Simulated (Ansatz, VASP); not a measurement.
# CuI: VASP beside Ansatz

```
Cu I
1.0
     0.00000    3.03150    3.03150
     3.03150    0.00000    3.03150
     3.03150    3.03150    0.00000
Cu I
1 1
Direct
  0.25000 0.25000 0.25000
  0.00000 0.00000 0.00000
```

Alike in both runs: task single point; functional revPBE; k mesh 6 × 6 × 6; no spin polarisation.

|  | VASP | Ansatz |
| --- | --- | --- |
| version | VASP 6.6.1 | Ansatz 0.2.0 |
| potentials or method | VASP PAW PBE potentials, release 64 (Cu, I), cutoff 520 eV | plane waves, PAW |
| occupations | gaussian, width 0.01 eV | fixed |
| valence electrons in the cell | 18 | 36 |

```csv
,VASP,Ansatz,Ansatz less VASP
pressure (GPa),1.8,1.8,-0.02
```

VASP's potentials were made for PBE, not for revPBE. VASP's potentials hold 18 valence electrons a cell and Ansatz's 36, so a difference there can come from the potentials and not from the codes.

Spin-orbit coupling is off throughout.
